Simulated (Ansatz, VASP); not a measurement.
## Two plane-wave programs on InSb

Contents of POSCAR:

```
InSb
1.0
    0.0000000000      3.2918548600      3.2918548600
    3.2918548600      0.0000000000      3.2918548600
    3.2918548600      3.2918548600      0.0000000000
Sb In
1 1
Direct
    0.2500000000      0.2500000000      0.2500000000
    0.0000000000      0.0000000000      0.0000000000
```

File INCAR.step1:

```
  PREC = Accurate
  ENCUT = 520
  ISMEAR = -1
  SIGMA = 0.1
  LREAL = F
  LASPH = T
  NELM = 80
  NBANDS = 16
  GGA = PE
  ALGO = Normal
  EDIFF = 1E-4
  LWAVE = T
  LCHARG = F
```

Contents of INCAR.step2:

```
  PREC = Accurate
  ENCUT = 520
  EDIFF = 1E-7
  ISMEAR = -1
  SIGMA = 0.1
  LREAL = F
  LASPH = T
  NELM = 80
  ALGO = Normal
  ISIF = 2
  LWAVE = F
  LCHARG = F
  METAGGA = R2SCAN
  LMIXTAU = T
  NBANDS = 16
  ISTART = 1
```

Contents of KPOINTS:

```
regular mesh
0
Gamma
  9 9 9
```

Input for Ansatz:

```yaml
crystal:
  lattice:
    - [0.0, 3.29185486, 3.29185486]
    - [3.29185486, 0.0, 3.29185486]
    - [3.29185486, 3.29185486, 0.0]
  atoms:
    - { symbol: Sb, position: [0.25, 0.25, 0.25] }
    - { symbol: In, position: [0.0, 0.0, 0.0] }
  symmetry: { tolerance: 0.0003 }
kpoints:
  mp_grid: { grid: [9, 9, 9], shift: [0, 0, 0] }
  band_path:
    path:
      - [0.0, 0.0, 0.0]
      - [-0.5, -0.5, 0.0]
      - [-0.375, -0.375, 0.25]
      - [-0.375, 0.0, 0.375]
      - [0.0, 0.0, 0.0]
      - [0.0, 0.0, 0.5]
      - [-0.5, -0.25, 0.25]
      - [-0.5, -0.5, 0.0]
    npoints: 8
magnetization:
  spin_polarized: false
scf:
  occupations: { method: fermi_dirac }
  lower_state_search: "off"
  max_iter: 200
hamiltonian:
  pseudopotentials: { kind: paw }
  xc: r2scan
basis:
  ecutwfc: 500
  fft_grid_basis: typed
output:
  forces: true
  stress: true
  eigenvalues: true
  bader: true
  populations: true
  elf: true
  write_potential: true
  volumetric_format: npy
  dos:
    e_range: [-12, 8]
    de: 0.05
    projected: { site_lists: { In: [In], Sb: [Sb] } }
checkpoint:
  read: saved_state
```

Alike in both runs: task single point; functional r2SCAN; k mesh 9 × 9 × 9; no spin polarisation.

|  | VASP | Ansatz |
| --- | --- | --- |
| version | VASP 6.6.1 | Ansatz 0.2.0 |
| potentials or method | VASP PAW PBE potentials, release 64 (Sb, In_d), cutoff 520 eV | PAW plane waves |
| occupations | fermi-dirac, width 0.1 eV | fermi-dirac |
| valence electrons in the cell | 18 | 28 |

```tsv
	VASP	Ansatz	Ansatz less VASP
pressure (GPa)	-0.5	-0.5	0.00
```

VASP's potentials were made for PBE, not for r2SCAN. VASP's potentials hold 18 valence electrons a cell and Ansatz's 28, so a difference there can come from the potentials and not from the codes.

Neither program's run includes spin-orbit coupling.
